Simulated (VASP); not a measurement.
# Mg2CdSe3 (P3m1) in VASP: further runs

Runs on Mg2CdSe3. Level: PBE. Tasks: single point.

Program: VASP 6.6.1. These are calculated values, not measurements. Logs are shortened: lines on timing, memory, paths and dates and some standing lists are left out, and cuts for length are marked.

## (1) The cell of the first run

Symmetry: P3m1, No. 156, trigonal system. Conventional cell: a = 4.248 Å, b = 4.248 Å, c = 10.375 Å, α = 90.00°, β = 90.00°, γ = 120.00°. Mg (site symmetry 3m) has 4 Se at 2.57 to 2.58 Å within 3.4 Å. Within 3.4 Å of Mg (site symmetry 3m) lie 4 Se at 2.57 to 2.58 Å. Within 3.5 Å of Cd (site symmetry 3m) lie 4 Se at 2.64 to 2.65 Å. Se (site symmetry 3m) has 3 Mg at 2.58 Å and 1 Cd at 2.65 Å within 3.4 Å. Within 3.4 Å of Se (site symmetry 3m) lie 4 Mg at 2.57 to 2.58 Å. Se (site symmetry 3m) has 1 Mg at 2.57 Å and 3 Cd at 2.64 Å within 3.4 Å.

## (2) Single point, PBE (volume scaled by 0.97, then relaxed in part)

Input file INCAR:

```
ALGO = Normal ; EDIFF = 1E-6
ENCUT = 520 ; GGA = PE
ISIF = 2 ; ISMEAR = 0
LASPH = T ; LCHARG = T
LELF = T ; LREAL = F
LVHAR = T ; LWAVE = F
NBANDS = 26 ; NELM = 100
PREC = Accurate ; SIGMA = 0.02
```

Input file KPOINTS:

```
k-points
0
Gamma
  6 6 4
```

Input file POSCAR:

```
Mg2CdSe3
1.0
    4.2478240985      0.0000000000      0.0000000000
   -2.1239120492      3.6787235801      0.0000000000
    0.0000000000      0.0000000000     10.3748638408
Mg Cd Se
2 1 3
Direct
    0.6666666667      0.3333333333      0.3352389017
    0.3333333333      0.6666666667      0.6616494838
    0.0000000000      0.0000000000      0.0025581116
    0.0000000000      0.0000000000      0.2581028918
    0.6666666667      0.3333333333      0.5832753198
    0.3333333333      0.6666666667      0.9091742913
```

Potentials or basis: VASP PAW PBE potentials, release 64 (Mg, Cd, Se).

On the command line:

```
$ cat potpaw_PBE.64/Mg/POTCAR potpaw_PBE.64/Cd/POTCAR potpaw_PBE.64/Se/POTCAR > POTCAR
$ mpirun -np 1 vasp_std > vasp.out
```

OUTCAR:

```text
EDIFF = 1E-6
   ENCUT = 520
   GGA = PE
   ISIF = 2
   ISMEAR = 0
   LASPH = T
   LREAL = F
   NELM = 100
   PREC = Accurate

 ion  position               nearest neighbor table
   1  0.667  0.333  0.335-   5 2.57   4 2.58   4 2.58   4 2.58
   2  0.333  0.667  0.662-   6 2.57   5 2.58   5 2.58   5 2.58
   3  0.000  0.000  0.003-   6 2.64   6 2.64   6 2.64   4 2.65
   4  0.000  0.000  0.258-   1 2.58   1 2.58   1 2.58   3 2.65
   5  0.667  0.333  0.583-   1 2.57   2 2.58   2 2.58   2 2.58
   6  0.333  0.667  0.909-   2 2.57   3 2.64   3 2.64   3 2.64

  LATTYP: Found a hexagonal cell.
 ALAT       =     4.2478240985
 C/A-ratio  =     2.4423948827

  Lattice vectors:

 A1 = (   4.2478240985,   0.0000000000,   0.0000000000)
 A2 = (  -2.1239120492,   3.6787235801,   0.0000000000)
 A3 = (   0.0000000000,   0.0000000000,  10.3748638408)

Analysis of symmetry for initial positions (statically):
=====================================================================
 Subroutine PRICEL returns:
 Original cell was already a primitive cell.

 Routine SETGRP: Setting up the symmetry group for a
 hexagonal supercell.

 Subroutine GETGRP returns: Found  6 space group operations
 (whereof  6 operations were pure point group operations)
 out of a pool of 24 trial point group operations.

The static configuration has the point symmetry C_3v.

Analysis of symmetry for dynamics (positions and initial velocities):
=====================================================================
 Subroutine PRICEL returns:
 Original cell was already a primitive cell.

 Routine SETGRP: Setting up the symmetry group for a
 hexagonal supercell.

 Subroutine GETGRP returns: Found  6 space group operations
 (whereof  6 operations were pure point group operations)
 out of a pool of 24 trial point group operations.

The dynamic configuration has the point symmetry C_3v.

 Subroutine INISYM returns: Found  6 space group operations
 (whereof  6 operations are pure point group operations),
 and found     1 'primitive' translations

----------------------------------------------------------------------------------------

                                     Primitive cell

  volume of cell :     162.1235

  direct lattice vectors                    reciprocal lattice vectors
     4.247824098  0.000000000  0.000000000     0.235414644  0.135916708  0.000000000
    -2.123912049  3.678723580  0.000000000     0.000000000  0.271833417  0.000000000
     0.000000000  0.000000000 10.374863841     0.000000000  0.000000000  0.096386807

  length of vectors
     4.247824098  4.247824098 10.374863841     0.271833417  0.271833417  0.096386807

  position of ions in fractional coordinates (direct lattice)
     0.666666667  0.333333333  0.335238902
     0.333333333  0.666666667  0.661649484
     0.000000000  0.000000000  0.002558112
     0.000000000  0.000000000  0.258102892
     0.666666667  0.333333333  0.583275320
     0.333333333  0.666666667  0.909174291

  ion indices of the primitive-cell ions
   primitive index   ion index
                 1           1
                 2           2
                 3           3
                 4           4
                 5           5
                 6           6

----------------------------------------------------------------------------------------

 KPOINTS: k-points

Automatic generation of k-mesh.
 Grid dimensions read from file:
 generate k-points for:    6    6    4

 Generating k-lattice:

  Cartesian coordinates                     Fractional coordinates (reciprocal lattice)
     0.039235774  0.022652785  0.000000000     0.166666667  0.000000000  0.000000000
     0.000000000  0.045305569  0.000000000     0.000000000  0.166666667  0.000000000
     0.000000000  0.000000000  0.024096702     0.000000000  0.000000000  0.250000000

  Length of vectors
     0.045305569  0.045305569  0.024096702

  Shift w.r.t. Gamma in fractional coordinates (k-lattice)
     0.000000000  0.000000000  0.000000000

 Subroutine IBZKPT returns following result:
 ===========================================

 Found     24 irreducible k-points:

 Following reciprocal coordinates:
            Coordinates               Weight
  0.000000  0.000000  0.000000      1.000000
  0.166667 -0.000000  0.000000      6.000000
  0.333333 -0.000000  0.000000      6.000000
  0.500000 -0.000000  0.000000      3.000000
  0.166667  0.166667  0.000000      6.000000
  0.333333  0.166667  0.000000     12.000000
[... 16 lines left out ...]
  0.333333  0.166667  0.500000     12.000000
  0.333333  0.333333  0.500000      2.000000
   k-points           NKPTS =     24   k-points in BZ     NKDIM =     24   number of bands    NBANDS=     26
   number of dos      NEDOS =    301   number of ions     NIONS =      6
   total plane-waves  NPLWV =  81920
   dimension x,y,z NGX =    32 NGY =   32 NGZ =   80
   dimension x,y,z NGXF=    64 NGYF=   64 NGZF=  160
   ions per type =               2   1   3
   NGX,Y,Z   is equivalent  to a cutoff of  12.52, 12.52, 12.82 a.u.
   NGXF,Y,Z  is equivalent  to a cutoff of  25.05, 25.05, 25.64 a.u.
 SYSTEM =  unknown system
   PREC   = accura    normal or accurate (medium, high low for compatibility)
   ISTART =      0    job   : 0-new  1-cont  2-samecut
   ICHARG =      2    charge: 1-file 2-atom 10-const
   ISPIN  =      1    spin polarized calculation?
   LNONCOLLINEAR =      F non collinear calculations
   LSORBIT =      F    spin-orbit coupling
   LASPH  =      T    aspherical Exc in radial PAW
   ENCUT  =  520.0 eV  38.22 Ry    6.18 a.u.   7.90  7.90 19.29*2*pi/ulx,y,z
   NELM   =    100;   NELMIN=  2; NELMDL= -5     # of ELM steps
   EDIFF  = 0.1E-05   stopping-criterion for ELM
   LREAL  =      F    real-space projection
   EDIFFG = 0.1E-04   stopping-criterion for IOM
   NSW    =      0    number of steps for IOM
   IBRION =     -1    ionic relax: 0-MD 1-quasi-New 2-CG
   NFREE  =      0    steps in history (QN), initial steepest desc. (CG)
   ISIF   =      2    stress and relaxation
   ISYM   =      2    0-nonsym 1-usesym 2-fastsym
   POTIM  = 0.5000    time-step for ionic-motion
   TEBEG  =    0.0;   TEEND  =   0.0 temperature during run
   PSTRESS=    0.0 pullay stress
   NELECT =      34.0000    total number of electrons
   NUPDOWN=      -1.0000    fix difference up-down
   EMIN   =  10.00;   EMAX   =-10.00  energy-range for DOS
   EFERMI =   0.00;   METHOD = LEGACY
   ISMEAR =     0;   SIGMA  =   0.02  broadening in eV -4-tet -1-fermi 0-gaus
   EFERMI_NEDOS =   21; number of points for ismear=-14 and -15
   IALGO  =     38    algorithm
   IMIX   =      4    mixing-type and parameters
     AMIX     =   0.40;   BMIX     =  1.00
     AMIX_MAG =   1.60;   BMIX_MAG =  1.00
  volume/ion in A,a.u.               =      27.02       182.34
  Fermi-wavevector in a.u.,A,eV,Ry     =   0.972641  1.838024 12.871519  0.946030
  Thomas-Fermi vector in A             =   2.102956
   LORBIT       =      0    0 simple, 1 ext, 2 COOP (PROOUT), +10 PAW based schemes
   GGA     = PE    functional components
   LHFCALC =     F    Hartree Fock is set to
   AEXX    =    0.0000 exact exchange contribution
   IVDW    =     0    specifies the selected vdW correction
   LEPSILON=     F    determine dielectric tensor
   LRPA    =     F    only Hartree local field effects (RPA)
 non-spin polarized calculation
 Gauss-broadening in eV      SIGMA  =   0.02
  energy-cutoff  :      520.00
  volume of cell :      162.12
 maximum number of plane-waves:      4395
   NGX = 15   NGY = 15   NGZ = 39

 number of electron      33.9999997 magnetization

 Free energy of the ion-electron system (eV)
  ---------------------------------------------------
  ext. energy  EPLUGINS =         0.00000000
  ---------------------------------------------------
  free energy    TOTEN  =       -20.48777599 eV

  energy without entropy =      -20.48777599  energy(sigma->0) =      -20.48777599

 E-fermi :   1.1014     XC(G=0):  -8.4111

 val. band max:        1.0046803994   @ k =   0.0000   0.0000   0.0000
 cond. band min:       2.5703061283   @ k =   0.0000   0.0000   0.0000
 fundamental gap:      1.5656257289
 Fermi energy:         1.1014479946

 k-point     1 :       0.0000    0.0000    0.0000
  band No.  band energies     occupation
      1     -11.1949      2.00000
      2     -10.9078      2.00000
      3     -10.7233      2.00000
      4      -6.6118      2.00000
      5      -6.6118      2.00000
      6      -6.4255      2.00000
[... 18 lines left out ...]
     25       7.5185      0.00000
     26       7.8095      0.00000

 k-point     2 :       0.1667   -0.0000    0.0000
  band No.  band energies     occupation
      1     -11.0982      2.00000
      2     -10.8441      2.00000
      3     -10.6562      2.00000
      4      -6.5782      2.00000
      5      -6.5605      2.00000
      6      -6.3996      2.00000
[... 18 lines left out ...]
     25       7.7652      0.00000
     26       7.8604      0.00000

 k-point     3 :       0.3333   -0.0000    0.0000
  band No.  band energies     occupation
      1     -10.8887      2.00000
      2     -10.7104      2.00000
      3     -10.5218      2.00000
      4      -6.5206      2.00000
      5      -6.4656      2.00000
      6      -6.3556      2.00000
[... 18 lines left out ...]
     25       8.1257      0.00000
     26       8.3209      0.00000

 k-point     4 :       0.5000   -0.0000    0.0000
  band No.  band energies     occupation
      1     -10.7758      2.00000
      2     -10.6363      2.00000
      3     -10.4570      2.00000
      4      -6.4992      2.00000
      5      -6.4519      2.00000
      6      -6.3239      2.00000
[... 18 lines left out ...]
     25       8.3232      0.00000
     26       8.5298      0.00000
[... 496 lines left out ...]
      1     -10.9062      2.00000
      2     -10.8099      2.00000
      3     -10.5279      2.00000
      4      -6.5434      2.00000
      5      -6.4639      2.00000
      6      -6.3789      2.00000
[... 18 lines left out ...]
     25       7.9301      0.00000
     26       8.1572      0.00000

 k-point    23 :       0.3333    0.1667    0.5000
  band No.  band energies     occupation
      1     -10.7783      2.00000
      2     -10.6364      2.00000
      3     -10.4575      2.00000
      4      -6.5151      2.00000
      5      -6.4159      2.00000
      6      -6.3425      2.00000
[... 18 lines left out ...]
     25       8.0903      0.00000
     26       8.3067      0.00000

 k-point    24 :       0.3333    0.3333    0.5000
  band No.  band energies     occupation
      1     -10.7337      2.00000
      2     -10.5790      2.00000
      3     -10.4339      2.00000
      4      -6.5187      2.00000
      5      -6.3528      2.00000
      6      -6.3495      2.00000
[... 18 lines left out ...]
     25       8.0805      0.00000
     26       8.3317      0.00000

------------------------ aborting loop because EDIFF is reached ----------------------------------------

  FORCE on cell =-STRESS in cart. coord.  units (eV):
  Direction    XX          YY          ZZ          XY          YZ          ZX
  --------------------------------------------------------------------------------------
  -------------------------------------------------------------------------------------
  Total        1.5430297      1.5430297      1.5487820      0.0000000      0.0000000      0.0000000
  in kB       15.2489092     15.2489092     15.3057562      0.0000000      0.0000000      0.0000000
  external PRESSURE =      15.2678582 kB  Pullay stress =       0.0000000 kB

 VOLUME and BASIS-vectors are now :
 -----------------------------------------------------------------------------
  energy-cutoff  :      520.00
  volume of cell :      162.12
      direct lattice vectors                 reciprocal lattice vectors
     4.247824098  0.000000000  0.000000000     0.235414644  0.135916708  0.000000000
    -2.123912049  3.678723580  0.000000000     0.000000000  0.271833417  0.000000000
     0.000000000  0.000000000 10.374863841     0.000000000  0.000000000  0.096386807

 POSITION                                       TOTAL-FORCE (eV/Angst)
 -----------------------------------------------------------------------------------
      2.12391      1.22624      3.47806        -0.000000     -0.000000      0.001280
     -0.00000      2.45248      6.86452         0.000000     -0.000000      0.000984
      0.00000      0.00000      0.02654         0.000000     -0.000000      0.001515
      0.00000      0.00000      2.67778        -0.000000     -0.000000      0.032279
      2.12391      1.22624      6.05140        -0.000000     -0.000000      0.000155
     -0.00000      2.45248      9.43256        -0.000000      0.000000     -0.036213
 -----------------------------------------------------------------------------------
    total drift:                               -0.000000     -0.000000      0.000030

  FREE ENERGIE OF THE ION-ELECTRON SYSTEM (eV)
  ---------------------------------------------------
  free  energy   TOTEN  =       -20.4877759882 eV

  energy  without entropy=      -20.4877759882  energy(sigma->0) =      -20.48777599
```

Run time: 53 s. Hardware: 1 thread of Intel Xeon 6975P-C (Granite Rapids), shared host; peak memory 0.33 GiB.

What came out:

| Quantity | Value |
| --- | --- |
| Free energy | -20.4878 eV |
| Pressure | 1.5 GPa |
| Largest force | 0.036 eV/Å |
| Band gap on the k mesh | 1.57 eV, direct |

Forces on the atoms (eV/Å):
```
Mg   0.000  0.000  0.001
Mg   0.000  0.000  0.001
Cd   0.000  0.000  0.002
Se   0.000  0.000  0.032
Se   0.000  0.000  0.000
Se   0.000  0.000 -0.036
```

Caveat: the cell differs from its parent crystal (volume scaled by 0.97, then relaxed in part).

## (3) Single point, PBE

This run uses another cell than the first one, of 27.86 Å³/atom, 1.031 times its volume.

Input file INCAR:

```
SYSTEM = Mg2CdSe3
PREC = Accurate
ENCUT = 520
EDIFF = 1E-6
ISMEAR = 0
SIGMA = 0.02
LREAL = .FALSE.
LASPH = .TRUE.
NELM = 80
ALGO = Normal
ISIF = 2
LWAVE = .FALSE.
LCHARG = .FALSE.
GGA = PE
NBANDS = 26
```

Input file KPOINTS:

```
Automatic mesh
0
G
  6 6 4
  0 0 0
```

Input file POSCAR:

```
Mg2CdSe3
1.0
    4.2909792033      0.0000000000      0.0000000000
   -2.1454896016      3.7160969972      0.0000000000
    0.0000000000      0.0000000000     10.4816801000
Mg Cd Se
2 1 3
Direct
    0.6666666667      0.3333333333      0.3352050000
    0.3333333333      0.6666666667      0.6620310000
    0.0000000000      0.0000000000      0.0022600000
    0.0000000000      0.0000000000      0.2576430000
    0.6666666667      0.3333333333      0.5832290000
    0.3333333333      0.6666666667      0.9096310000
```

Potentials or basis: VASP PAW PBE potentials, release 64 (Mg, Cd, Se).

On the command line:

```
$ cat potpaw_PBE.64/Mg/POTCAR potpaw_PBE.64/Cd/POTCAR potpaw_PBE.64/Se/POTCAR > POTCAR
$ mpirun -np 1 vasp_std > vasp.out
```

OUTCAR:

```text
SYSTEM = Mg2CdSe3
   PREC = Accurate
   ENCUT = 520
   EDIFF = 1E-6
   ISMEAR = 0
   LREAL = .FALSE.
   LASPH = .TRUE.
   NELM = 80
   ISIF = 2
   GGA = PE

 ion  position               nearest neighbor table
   1  0.667  0.333  0.335-   5 2.60   4 2.61   4 2.61   4 2.61
   2  0.333  0.667  0.662-   6 2.60   5 2.61   5 2.61   5 2.61
   3  0.000  0.000  0.002-   6 2.66   6 2.66   6 2.66   4 2.68
   4  0.000  0.000  0.258-   1 2.61   1 2.61   1 2.61   3 2.68
   5  0.667  0.333  0.583-   1 2.60   2 2.61   2 2.61   2 2.61
   6  0.333  0.667  0.910-   2 2.60   3 2.66   3 2.66   3 2.66

  LATTYP: Found a hexagonal cell.
 ALAT       =     4.2909792033
 C/A-ratio  =     2.4427245166

  Lattice vectors:

 A1 = (   4.2909792033,   0.0000000000,   0.0000000000)
 A2 = (  -2.1454896016,   3.7160969972,   0.0000000000)
 A3 = (   0.0000000000,   0.0000000000,  10.4816801000)

Analysis of symmetry for initial positions (statically):
=====================================================================
 Subroutine PRICEL returns:
 Original cell was already a primitive cell.
[... 180 lines left out ...]
 cond. band min:       2.2701163286   @ k =   0.0000   0.0000   0.0000
 fundamental gap:      1.4838998647
 Fermi energy:         0.8999391652

 k-point     1 :       0.0000    0.0000    0.0000
  band No.  band energies     occupation
      1     -11.2743      2.00000
      2     -11.0053      2.00000
      3     -10.8321      2.00000
      4      -6.7586      2.00000
      5      -6.7586      2.00000
      6      -6.5787      2.00000
[... 685 lines left out ...]
     25       7.7705      0.00000
     26       8.0001      0.00000

------------------------ aborting loop because EDIFF is reached ----------------------------------------

  FORCE on cell =-STRESS in cart. coord.  units (eV):
  Direction    XX          YY          ZZ          XY          YZ          ZX
  --------------------------------------------------------------------------------------
  -------------------------------------------------------------------------------------
  Total        0.0549470      0.0549470      0.0667055      0.0000000      0.0000000      0.0000000
  in kB        0.5267201      0.5267201      0.6394371      0.0000000      0.0000000      0.0000000
  external PRESSURE =       0.5642924 kB  Pullay stress =       0.0000000 kB

 VOLUME and BASIS-vectors are now :
 -----------------------------------------------------------------------------
  energy-cutoff  :      520.00
  volume of cell :      167.14
      direct lattice vectors                 reciprocal lattice vectors
     4.290979203  0.000000000  0.000000000     0.233047040  0.134549771  0.000000000
    -2.145489602  3.716096997  0.000000000     0.000000000  0.269099542  0.000000000
     0.000000000  0.000000000 10.481680100     0.000000000  0.000000000  0.095404553

 POSITION                                       TOTAL-FORCE (eV/Angst)
 -----------------------------------------------------------------------------------
      2.14549      1.23870      3.51351        -0.000000      0.000000      0.002563
     -0.00000      2.47740      6.93920        -0.000000      0.000000      0.001975
      0.00000      0.00000      0.02369         0.000000     -0.000000     -0.000023
      0.00000      0.00000      2.70053         0.000000      0.000000      0.030539
      2.14549      1.23870      6.11322        -0.000000     -0.000000     -0.000825
     -0.00000      2.47740      9.53446        -0.000000     -0.000000     -0.034229
 -----------------------------------------------------------------------------------
    total drift:                               -0.000000      0.000000      0.000941

  FREE ENERGIE OF THE ION-ELECTRON SYSTEM (eV)
  ---------------------------------------------------
  free  energy   TOTEN  =       -20.5117050015 eV

  energy  without entropy=      -20.5117050015  energy(sigma->0) =      -20.51170500
```

stdout:

```text
POSCAR found type information on POSCAR MgCdSe
 POSCAR found :  3 types and       6 ions
 scaLAPACK will be used
 LDA part: xc-table for (Slater+PW92), standard interpolation
 POSCAR, INCAR and KPOINTS ok, starting setup
 FFT: planning ... GRIDC
 FFT: planning ... GRID_SOFT
 FFT: planning ... GRID
 WAVECAR not read
 entering main loop
```

It took 57 s on 1 thread of Intel Xeon 6975P-C (Granite Rapids), shared host; peak memory 0.33 GiB.

What came out:

```
Free energy            : -20.5117 eV
Pressure               : 0.1 GPa
Largest force          : 0.034 eV/Å
Band gap on the k mesh : 1.48 eV, direct
```

Forces in eV/Å, atoms in the order of the input:
```
Mg   0.000  0.000  0.003
Mg   0.000  0.000  0.002
Cd   0.000  0.000  0.000
Se   0.000  0.000  0.031
Se   0.000  0.000 -0.001
Se   0.000  0.000 -0.034
```

A k mesh can miss the band edges. As with any semilocal functional, this PBE gap is likely too small.

(Continued in part 2 of 2.)
